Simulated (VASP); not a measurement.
Runs of VASP 6.6.1 on GaP. The structure is that of space group F-43m (No. 216), or close to it. The cells are those of the table. 

```tsv
cell	gap on the mesh (eV)	pressure (GPa)
a = 3.700 Å, angles 60.0°, 2 atoms	1.37	16.3
a = 3.546 Å, angles 60.0°, 2 atoms	(a)	39.5
a = 3.624, b = 3.624, c = 3.546 Å, angles 60.7, 60.7, 58.6°, 2 atoms	0.92	30.5
a = 4.162 Å, angles 60.0°, 2 atoms	(b)	-9.6
a = 4.008 Å, angles 60.0°, 2 atoms	0.88	-5.5
a = 3.778, b = 3.778, c = 3.700 Å, angles 60.7, 60.7, 58.6°, 2 atoms	1.28	10.9
```

Alike in all rows: task single point; level PBE; potentials or basis VASP PAW PBE potentials, release 64 (Ga_d, P); no spin polarisation; k mesh 8 × 8 × 8; cutoff (eV) 520; smearing gaussian 0.05 eV.

Question: Estimate the missing entries.

Answer: (a) 1.01; (b) 0.04.

A k mesh can miss the band edges, and the runs leave out spin-orbit coupling on Ga.
